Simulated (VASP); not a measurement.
Wanted: the native input for a VASP 6.6.1 run.

| Item | Value |
| --- | --- |
| Task | single point |
| Functional | PBE |
| Dispersion | D3(BJ) |
| Potentials or basis | VASP PAW PBE potentials, release 64 (C_h, O_h, H_h) |
| Cutoff | 910 eV |
| k mesh | 1 × 1 × 1 |
| Occupations | fermi-dirac, width 0.02 eV |
| Spin | no spin polarisation |
| Dipole correction | no |
| Second run | hard_potentials |
| Further INCAR settings | LREAL = Auto; ALGO = Normal; EDIFF = 1e-06; NBANDS = 64 |

The structure of H6C2O lies in POSCAR:

```
H6C2O
1.0
    7.9602190000      0.0000000000      0.0000000000
    0.0000000000      7.9602190000      0.0000000000
    0.0000000000      0.0000000000      7.9602190000
C O H
8 4 24
Direct
    0.8842321039      0.0006547847      0.4551202022
    0.9263849173      0.0037267240      0.6404494011
    0.5540656886      0.5647517420      0.1045335378
    0.7178391352      0.5029308390      0.1813346487
    0.2534021704      0.1368949343     -0.0308961791
    0.1227194538      0.2121757127      0.0855434751
    0.2753866545      0.6131000696      0.5663173718
    0.1291691387      0.5264454995      0.6547888723
    0.8643465808      0.1583159118      0.7112934708
    0.7126774651      0.3226275528      0.2089235024
   -0.0411138601      0.1546030466      0.0365594213
    0.0964026939      0.3721950008      0.5704398941
    0.8956724391      0.1576271405      0.8327287272
    0.8691446609     -0.1047823755      0.7065499211
    1.0640883735     -0.0041931900      0.6576298467
    0.9382493907     -0.1106822598      0.3929924153
    0.7472814453     -0.0005970652      0.4352484643
    0.9379252570      0.1124993074      0.3936155661
    0.7105923096      0.3031033657      0.3292702731
    0.8238212746      0.5278894856      0.0958658998
    0.7446610346      0.5667586500      0.3009689622
    0.5645595913      0.6993239081      0.0740334625
    0.5261807665      0.4957622801     -0.0118719060
    0.4482050169      0.5479734322      0.1917774529
   -0.1277746276      0.2127132890      0.1053152339
    0.1475407008      0.1748078190      0.2166825374
    0.1281379217      0.3507142184      0.0806596861
    0.3799097961      0.1742076263      0.0096578794
    0.2464321434     -0.0010826439     -0.0287512239
    0.2352471448      0.1799371997     -0.1608563308
    0.0036318993      0.3116430229      0.6275431375
    0.1616507426      0.5045130666      0.7889296844
    0.0172514714      0.6094044407      0.6532407449
    0.3040247709      0.7353295841      0.6249750532
    0.3881749470      0.5333329748      0.5722315835
    0.2446310876      0.6343631059      0.4328674108
```

One way to write it, as run:

INCAR

```
SYSTEM = H6C2O
ALGO = Normal
EDIFF = 1E-6
ENCUT = 910
GGA = PE
GGA_COMPAT = .False.
ISIF = 2
ISMEAR = -1
IVDW = 12
LASPH = .True.
LCHARG = .False.
LREAL = Auto
LWAVE = .False.
NBANDS = 64
NELM = 120
PREC = Accurate
SIGMA = 0.02
```

KPOINTS

```
k-points
0
Gamma
  1 1 1
  0 0 0
```

Potentials or basis: VASP PAW PBE potentials, release 64 (C_h, O_h, H_h).

Launch:

```sh
$ cat potpaw_PBE.64/C_h/POTCAR potpaw_PBE.64/O_h/POTCAR potpaw_PBE.64/H_h/POTCAR > POTCAR
$ mpirun -np 1 vasp_gam > vasp.out
```

It gave:

The pressure is -0.7 GPa. The largest force is 0.187 eV/Å. The band gap on the k mesh is 4.42 eV. The dispersion energy per atom is -0.029 eV.

Caveat: the k points lie up to 0.79 Å⁻¹ apart; the cutoff is under 1.25 times the usual one of these potentials, so pressure, stress and relaxed cells hold a basis-set (Pulay) error.

Wall time 2.3 min on 1 thread of Intel(R) Xeon(R) 6975P-C (Granite Rapids) (shared host), peak memory 0.89 GiB.
